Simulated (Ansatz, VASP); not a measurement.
# One calculation of Ta2N, two programs

INCAR

```
PREC = Accurate
ENCUT = 520
EDIFF = 1E-6
ISMEAR = 0
SIGMA = 0.1
LREAL = F
LASPH = T
NELM = 150
ALGO = Normal
ISIF = 2
LWAVE = F
LCHARG = T
ISPIN = 2
MAGMOM = 1 1 1 1 0 0
LORBIT = 11
LMAXMIX = 4
GGA = PE
LELF = T
LVHAR = T
NBANDS = 40
```

Contents of KPOINTS:

```
regular mesh
0
Gamma
  4 4 4
```

Contents of POSCAR:

```
Ta2N
1.0
    3.3463698700     -3.6737974500      0.0000000000
    3.3463698700      3.6737974500      0.0000000000
    0.0000000000      0.0000000000      4.1927281400
Ta N
4 2
Direct
    0.6684075900      0.3315924100      0.0000000000
    0.3315924100      0.6684075900      0.0000000000
    0.1424073900      0.1424073900      0.0000000000
    0.8575926100      0.8575926100      0.0000000000
    0.0000000000      0.0000000000      0.2416028500
    0.0000000000      0.0000000000      0.7583971500
```

Input for Ansatz:

```yaml
crystal:
  lattice:
    - [3.34636987, -3.67379745, 0.0]
    - [3.34636987, 3.67379745, 0.0]
    - [0.0, 0.0, 4.19272814]
  atoms:
    - { symbol: Ta, position: [0.66840759, 0.33159241, 0.0], spin: 1.0 }
    - { symbol: Ta, position: [0.33159241, 0.66840759, 0.0], spin: 1.0 }
    - { symbol: Ta, position: [0.14240739, 0.14240739, 0.0], spin: 1.0 }
    - { symbol: Ta, position: [0.85759261, 0.85759261, 0.0], spin: 1.0 }
    - { symbol: "N", position: [0.0, 0.0, 0.24160285] }
    - { symbol: "N", position: [0.0, 0.0, 0.75839715] }
basis:
  ecutwfc: 420
kpoints:
  mp_grid: { grid: [4, 4, 4] }
hamiltonian:
  xc: pbe
scf:
  occupations: { method: gaussian, width: 0.1 }
  lower_state_search: "off"
output:
  forces: true
  stress: true
  eigenvalues: true
  populations: true
magnetization:
  spin_polarized: true
```

Alike in both runs: task single point; functional PBE; k mesh 4 × 4 × 4; occupations gaussian, width 0.1 eV; collinear spin.

```csv
,VASP,Ansatz
version,VASP 6.6.1,Ansatz 0.2.0
potentials or method,"VASP PAW PBE potentials, release 64 (Ta_pv, N), cutoff 520 eV","scalar-relativistic, plane waves, PAW"
valence electrons in the cell,54,62
```

VASP gave:

* gap on the k mesh at the Fermi level (eV): none
* rms of the force components (eV/Å): 45.870
* net moment per atom (μB): 0.00

Problem. Which values does Ansatz return?

Solution. gap on the k mesh at the Fermi level (eV): none; rms of the force components (eV/Å): 40.542; net moment per atom (μB): 0.00.

Atom by atom the forces differ by 5.469 eV/Å (rms over components). A gap of «none» marks a metal or a gap that the smearing closes. VASP's potentials hold 54 valence electrons a cell and Ansatz's 62, so a difference there can come from the potentials and not from the codes. Ansatz's warnings: seeded moment not kept.

The k mesh is coarse, so the values compare programs but aren't converged. Neither program's run includes spin-orbit coupling.
